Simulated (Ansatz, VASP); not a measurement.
**SiC: VASP beside Ansatz**

Contents of INCAR:

```
PREC = Accurate ; ENCUT = 520
EDIFF = 1E-7 ; ISMEAR = 0
SIGMA = 0.05 ; LREAL = F
LASPH = T ; NELM = 60
ALGO = Normal ; ISIF = 2
LWAVE = F ; LCHARG = F
GGA = PS ; NBANDS = 11
```

KPOINTS

```
regular mesh
0
Gamma
  12 12 12
```

POSCAR

```
SiC
1.0
    0.0000000000      2.1419012591      2.1419012591
    2.1419012591      0.0000000000      2.1419012591
    2.2611337625      2.2611337625     -0.1192325034
Si C
1 1
Direct
    0.0000000000      0.0000000000      0.0000000000
    0.7500000000      0.7500000000      0.7500000000
```

Input for Ansatz:

```yaml
crystal:
  lattice:
    - [0.0, 2.1419012591, 2.1419012591]
    - [2.1419012591, 0.0, 2.1419012591]
    - [2.2611337625, 2.2611337625, -0.1192325034]
  atoms:
    - { symbol: Si, position: [0.0, 0.0, 0.0] }
    - { symbol: C, position: [0.75, 0.75, 0.75] }
basis:
  ecutwfc: 520.0
kpoints:
  mp_grid: { grid: [12, 12, 12] }
hamiltonian:
  xc: pbesol
  pseudopotentials: { kind: paw, azcp: { folder: soft_1 } }
scf:
  occupations: { method: gaussian, width: 0.05 }
output:
  forces: true
  stress: true
  eigenvalues: true
```

Alike in both runs: task single point; functional PBEsol; k mesh 12 × 12 × 12; occupations gaussian, width 0.05 eV; no spin polarisation.

```csv
,VASP,Ansatz
version,VASP 6.6.1,Ansatz 0.2.0
potentials or method,"VASP PAW PBE potentials, release 64 (Si, C), cutoff 520 eV","scalar-relativistic, plane waves, PAW"
valence electrons in the cell,8,8
```

|  | VASP | Ansatz | Ansatz less VASP |
| --- | --- | --- | --- |
| gap on the k mesh at the Fermi level (eV) | 0.99 | 1.00 | +0.013 |
| least direct gap on the mesh (eV) | 3.91 | 3.93 | +0.016 |
| pressure (GPa) | -4.1 | -4.4 | -0.34 |
| traceless stress, the component that is largest in VASP (GPa) | -12.76 | -12.65 | +0.104 |
| rms of the force components (eV/Å) | 0.217 | 0.211 | -0.0059 |

VASP's potentials were made for PBE, not for PBEsol, and Ansatz warns of the same on its side. Atom by atom the forces differ by 0.006 eV/Å (rms over components).
